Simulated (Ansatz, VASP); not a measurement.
## Two plane-wave programs on Na4Pd

```
Na Pd
1.0
     4.75813    0.00000    0.00000
     0.00000    4.75813    0.00000
     0.00000    0.00000    4.75813
Na Pd
4 1
Direct
  0.50000 0.00000 0.00000
  0.00000 0.50000 0.00000
  0.00000 0.00000 0.50000
  0.50000 0.50000 0.50000
  0.00000 0.00000 0.00000
```

Alike in both runs: task single point; functional PBE; k mesh 4 × 4 × 4; occupations gaussian, width 0.1 eV; no spin polarisation.

```csv
,VASP,Ansatz
version,VASP 6.6.1,Ansatz 0.2.0
potentials or method,"VASP PAW PBE potentials, release 64 (Na_pv, Pd), cutoff 520 eV","scalar-relativistic, plane waves, PAW"
valence electrons in the cell,38,54
```

Ansatz gave:

* gap on the k mesh at the Fermi level (eV): none
* pressure (GPa): 15.2

Question: What did VASP give for the same quantities?

Answer: gap on the k mesh at the Fermi level (eV): none; pressure (GPa): 15.4.

A gap of «none» marks a metal or a gap that the smearing closes. VASP's potentials hold 38 valence electrons a cell and Ansatz's 54, so a difference there can come from the potentials and not from the codes.
